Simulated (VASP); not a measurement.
Write the native input for VASP 6.6.1 that does the following.

```
Task                   : single point
Functional             : LDA
Potentials or basis    : VASP PAW LDA potentials, release 64 (Ga_d, N)
Cutoff                 : 600 eV
k mesh                 : 8 × 8 × 8
Occupations            : gaussian, width 0.01 eV
Spin                   : no spin polarisation
Dipole correction      : no
Further INCAR settings : ALGO = Normal; EDIFF = 1e-06; NBANDS = 16
```

The structure of GaN lies in POSCAR:

```
GaN
1.0
    0.0000000000      2.1209041320      2.1209041320
    2.1209041320      0.0000000000      2.1209041320
    2.1209041320      2.1209041320      0.0000000000
Ga N
1 1
Direct
    0.0000000000      0.0000000000      0.0000000000
    0.5000000000      0.5000000000      0.5000000000
```

The input as run:

INCAR

```
SYSTEM = GaN
  PREC = Accurate
  ENCUT = 600
  EDIFF = 1E-6
  ISMEAR = 0
  SIGMA = 0.01
  LREAL = .FALSE.
  LASPH = .TRUE.
  NELM = 120
  ALGO = Normal
  ISIF = 2
  LWAVE = .FALSE.
  LCHARG = .FALSE.
  NBANDS = 16
  GGA_COMPAT = .FALSE.
```

KPOINTS

```
Automatic mesh
0
G
  8 8 8
  0 0 0
```

Potentials or basis: VASP PAW LDA potentials, release 64 (Ga_d, N).

Run with:

```console
$ cat potpaw_LDA.64/Ga_d/POTCAR potpaw_LDA.64/N/POTCAR > POTCAR
$ mpirun -np 1 vasp_std > vasp.out
```

It gave:

```
Pressure               : -8.7 GPa
Band gap on the k mesh : 0.36 eV, indirect (least direct gap 2.70 eV)
```

Run time: 5.8 s on 1 thread of Intel Xeon 6975P-C (shared host), peak memory 0.13 GiB.
